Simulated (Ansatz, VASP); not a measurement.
## ScSi2: VASP beside Ansatz

```
CELL_PARAMETERS angstrom
3.64675 0.00000 0.00000
0.00000 3.64675 0.00000
0.00000 0.00000 4.19552
ATOMIC_POSITIONS crystal
Sc 0.00000 0.00000 0.00000
Si 0.50000 0.00000 0.50000
Si 0.00000 0.50000 0.50000
```

Alike in both runs: task relaxation of cell and atoms; functional PBE; k mesh 12 × 12 × 12; occupations gaussian, width 0.1 eV; no spin polarisation.

|  | VASP | Ansatz |
| --- | --- | --- |
| version | VASP 6.6.1 | Ansatz 0.2.0 |
| potentials or method | VASP PAW PBE potentials, release 64 (Sc_sv, Si), cutoff 600 eV | scalar-relativistic, plane waves, PAW |
| valence electrons in the cell | 19 | 19 |

VASP gave:

```
gap on the k mesh at the Fermi level, each at its own relaxed structure (eV) : none
relaxed volume (Å³/atom)                                                     : 18.64
relaxed length of the cell vector where the two differ most in proportion (Å)              : 4.199
```

What did Ansatz give for the same quantities?

gap on the k mesh at the Fermi level, each at its own relaxed structure (eV): none; relaxed volume (Å³/atom): 18.60; relaxed length of the cell vector where the two differ most in proportion (Å): 4.196.

A gap of «none» marks a metal or a gap that the smearing closes.
